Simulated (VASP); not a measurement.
Set up this calculation in VASP 6.6.1, as the native input.

```
Task                   : single point
Functional             : PBE
Potentials or basis    : VASP PAW PBE potentials, release 64 (Cu)
Cutoff                 : 600 eV
k mesh                 : 11 × 11 × 11
Occupations            : methfessel-paxton, width 0.1 eV
Spin                   : no spin polarisation
Dipole correction      : no
Further INCAR settings : ALGO = Normal; EDIFF = 1e-06; NBANDS = 12
```

The structure of Cu lies in POSCAR:

```
Cu
1.0
    0.0000000000      1.8075000000      1.8075000000
    1.8075000000      0.0000000000      1.8075000000
    1.8075000000      1.8075000000      0.0000000000
Cu
1
Direct
    0.0000000000      0.0000000000      0.0000000000
```

The input as run:

INCAR

```
SYSTEM = Cu
  ALGO = Normal
  EDIFF = 1E-6
  ENCUT = 600
  GGA = PE
  GGA_COMPAT = .False.
  ISIF = 2
  ISMEAR = 1
  LASPH = .True.
  LCHARG = .False.
  LREAL = .False.
  LWAVE = .False.
  NBANDS = 12
  NELM = 120
  PREC = Accurate
  SIGMA = 0.1
```

KPOINTS

```
k-points
0
Gamma
  11 11 11
  0 0 0
```

Potentials or basis: VASP PAW PBE potentials, release 64 (Cu).

Run with:

```bash
$ cat potpaw_PBE.64/Cu/POTCAR > POTCAR
$ mpirun -np 1 vasp_std > vasp.out
```

Results of the run:

```
Pressure : 2.1 GPa
```

It took 8.1 s on 1 thread of AMD EPYC 7R43 64-Core Processor (Zen 3), with other jobs on the host, peak memory 0.09 GiB.
